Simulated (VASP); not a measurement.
# Au in VASP: notebook, part 2 of 2

VASP 6.6.1. The steps go on from the part before.

## 3. Single point, r2SCAN

Input file POSCAR:

```
Au
1.0
    2.8902925737      0.0000000000      0.0000000000
   -1.4451462869      2.5030667932      0.0000000000
    0.0000000000      0.0000000000     29.5941470806
Au
7
Direct
    0.3333333333      0.6666666667      0.2534284897
    0.6666666667      0.3333333333      0.3356189932
    0.3333333333      0.6666666667      0.4178094966
    0.6666666667      0.3333333333      0.5000000000
    0.3333333333      0.6666666667      0.5821905034
    0.6666666667      0.3333333333      0.6643810068
    0.3333333333      0.6666666667      0.7465715103
```

Input file INCAR.step1:

```
PREC = Accurate
ENCUT = 520
ISMEAR = 1
SIGMA = 0.2
LREAL = False
LASPH = True
NELM = 80
LDIPOL = True
IDIPOL = 3
DIPOL = 0.5 0.5 0.500
NBANDS = 48
GGA = PE
ALGO = Normal
EDIFF = 1E-4
LWAVE = True
LCHARG = False
```

Input file INCAR.step2:

```
PREC = Accurate
ENCUT = 520
EDIFF = 1E-6
ISMEAR = 1
SIGMA = 0.2
LREAL = False
LASPH = True
NELM = 80
ALGO = Normal
ISIF = 2
LWAVE = False
LCHARG = True
LDIPOL = True
IDIPOL = 3
DIPOL = 0.5 0.5 0.500
METAGGA = R2SCAN
LMIXTAU = True
LELF = True
LVHAR = True
LVACPOTAV = True
NBANDS = 48
ISTART = 1
```

Input file KPOINTS:

```
regular mesh
0
Gamma
  12 12 1
```

Potentials or basis: VASP PAW PBE potentials, release 64 (Au).

Launch:

```sh
cat potpaw_PBE.64/Au/POTCAR > POTCAR
cp INCAR.step1 INCAR
mpirun -np 1 vasp_std > vasp.out
cp INCAR.step2 INCAR
mpirun -np 1 vasp_std > vasp.out
```

OUTCAR:

```text
PREC = Accurate
   ENCUT = 520
   EDIFF = 1E-6
   ISMEAR = 1
   LREAL = False
   LASPH = True
   NELM = 80
   ISIF = 2
   METAGGA = R2SCAN
   ISTART = 1

 ion  position               nearest neighbor table
   1  0.333  0.667  0.253-   2 2.95   2 2.95   2 2.95
   2  0.667  0.333  0.336-   3 2.95   3 2.95   3 2.95   1 2.95   1 2.95   1 2.95
   3  0.333  0.667  0.418-   2 2.95   4 2.95   2 2.95   4 2.95   2 2.95   4 2.95
   4  0.667  0.333  0.500-   3 2.95   5 2.95   3 2.95   5 2.95   3 2.95   5 2.95
   5  0.333  0.667  0.582-   4 2.95   6 2.95   4 2.95   6 2.95   4 2.95   6 2.95
   6  0.667  0.333  0.664-   5 2.95   5 2.95   5 2.95   7 2.95   7 2.95   7 2.95
   7  0.333  0.667  0.747-   6 2.95   6 2.95   6 2.95

  LATTYP: Found a hexagonal cell.
 ALAT       =     2.8902925737
 C/A-ratio  =    10.2391527245

  Lattice vectors:

 A1 = (   2.8902925737,   0.0000000000,   0.0000000000)
 A2 = (  -1.4451462869,   2.5030667932,   0.0000000000)
 A3 = (   0.0000000000,   0.0000000000,  29.5941470806)

Analysis of symmetry for initial positions (statically):
=====================================================================
 Subroutine PRICEL returns:
 Original cell was already a primitive cell.
[... 188 lines left out ...]
      1      -6.7547      2.00000
      2      -6.3226      2.00000
      3      -5.6812      2.00000
      4      -5.0075      2.00000
      5      -4.6216      2.00000
      6      -4.4677      2.00000
[... 958 lines left out ...]
     47       8.5914      0.00000
     48       9.1425      0.00000

------------------------ aborting loop because EDIFF is reached ----------------------------------------

  FORCE on cell =-STRESS in cart. coord.  units (eV):
  Direction    XX          YY          ZZ          XY          YZ          ZX
  --------------------------------------------------------------------------------------
  -------------------------------------------------------------------------------------
  Total       -2.2065565     -2.2065565      0.0478564      0.0000000      0.0000000     -0.0000000
  in kB      -16.5122239    -16.5122239      0.3581219      0.0000000      0.0000000     -0.0000000
  external PRESSURE =     -10.8887753 kB  Pullay stress =       0.0000000 kB

 VOLUME and BASIS-vectors are now :
 -----------------------------------------------------------------------------
  energy-cutoff  :      520.00
  volume of cell :      214.10
      direct lattice vectors                 reciprocal lattice vectors
     2.890292574  0.000000000  0.000000000     0.345985735  0.199754957  0.000000000
    -1.445146287  2.503066793  0.000000000     0.000000000  0.399509914  0.000000000
     0.000000000  0.000000000 29.594147081     0.000000000  0.000000000  0.033790465

 POSITION                                       TOTAL-FORCE (eV/Angst)
 -----------------------------------------------------------------------------------
     -0.00000      1.66871      7.50000        -0.000000     -0.000000     -0.095035
      1.44515      0.83436      9.93236        -0.000000      0.000000      0.120132
     -0.00000      1.66871     12.36472         0.000000     -0.000000      0.020049
      1.44515      0.83436     14.79707        -0.000000      0.000000     -0.000000
     -0.00000      1.66871     17.22943         0.000000     -0.000000     -0.020049
      1.44515      0.83436     19.66179        -0.000000     -0.000000     -0.120132
     -0.00000      1.66871     22.09415        -0.000000     -0.000000      0.095035
 -----------------------------------------------------------------------------------
    total drift:                               -0.000001      0.000001      0.000000

  FREE ENERGIE OF THE ION-ELECTRON SYSTEM (eV)
  ---------------------------------------------------
  free  energy   TOTEN  =      -353.3577159315 eV

  energy  without entropy=     -353.3536102122  energy(sigma->0) =     -353.35634736

 vacuum level on the upper side and lower side of the slab         8.054         8.054
```

OUTCAR.step1:

```text
PREC = Accurate
   ENCUT = 520
   ISMEAR = 1
   LREAL = False
   LASPH = True
   NELM = 80
   GGA = PE
   EDIFF = 1E-4

 ion  position               nearest neighbor table
[... 1206 lines left out ...]
     -0.00000      1.66871     22.09415         0.000000     -0.000000      0.217062
 -----------------------------------------------------------------------------------
    total drift:                                0.000000     -0.000000      0.000000

  FREE ENERGIE OF THE ION-ELECTRON SYSTEM (eV)
  ---------------------------------------------------
  free  energy   TOTEN  =       -21.8732025489 eV

  energy  without entropy=      -21.8682201538  energy(sigma->0) =      -21.87154175

 vacuum level on the upper side and lower side of the slab         7.774         7.774
```

OSZICAR.step1:

```text
N       E                     dE             d eps       ncg     rms          rms(c)
DAV:   1     0.519651040658E+03    0.51965E+03   -0.37284E+04  1840   0.144E+03
DAV:   2    -0.565192465574E+01   -0.52530E+03   -0.49325E+03  2056   0.309E+02
DAV:   3    -0.233680278790E+02   -0.17716E+02   -0.17293E+02  2056   0.537E+01
DAV:   4    -0.236843980691E+02   -0.31637E+00   -0.31565E+00  2080   0.724E+00
DAV:   5    -0.236916978851E+02   -0.72998E-02   -0.72976E-02  2048   0.111E+00    0.208E+01
DAV:   6    -0.220664728108E+02    0.16252E+01   -0.52735E+00  2024   0.142E+01    0.144E+01
DAV:   7    -0.237567347415E+02   -0.16903E+01   -0.14893E+01  1984   0.317E+01    0.898E+00
DAV:   8    -0.225649297940E+02    0.11918E+01   -0.24279E+01  2144   0.369E+01    0.519E+00
DAV:   9    -0.219720110187E+02    0.59292E+00   -0.14379E+00  2024   0.108E+01    0.182E+00
DAV:  10    -0.218755127431E+02    0.96498E-01   -0.37700E-01  2040   0.551E+00    0.846E-01
DAV:  11    -0.218827205072E+02   -0.72078E-02   -0.61040E-02  1944   0.206E+00    0.648E-01
DAV:  12    -0.218775821796E+02    0.51383E-02   -0.59615E-03  2072   0.623E-01    0.447E-01
DAV:  13    -0.218731480141E+02    0.44342E-02   -0.14142E-02  1944   0.100E+00    0.994E-02
DAV:  14    -0.218731843839E+02   -0.36370E-04   -0.34266E-03  1992   0.402E-01    0.734E-02
DAV:  15    -0.218732025489E+02   -0.18165E-04   -0.20516E-04  1160   0.761E-02
   1 F= -.21873203E+02 E0= -.21871542E+02  d E =-.498240E-02
```

Wall time 13 min (1 thread of Intel Xeon 6975P-C (Granite Rapids), shared host); peak memory 0.43 GiB.

What came out:

* Free energy: -353.3577 eV
* Largest force: 0.120 eV/Å

Forces in eV/Å, atoms in the order of the input:
```
Au   0.000  0.000 -0.095
Au   0.000  0.000  0.120
Au   0.000  0.000  0.020
Au   0.000  0.000  0.000
Au   0.000  0.000 -0.020
Au   0.000  0.000 -0.120
Au   0.000  0.000  0.095
```

Caveat: the PAW data sets were made with another functional, which shifts forces and pressure a little.
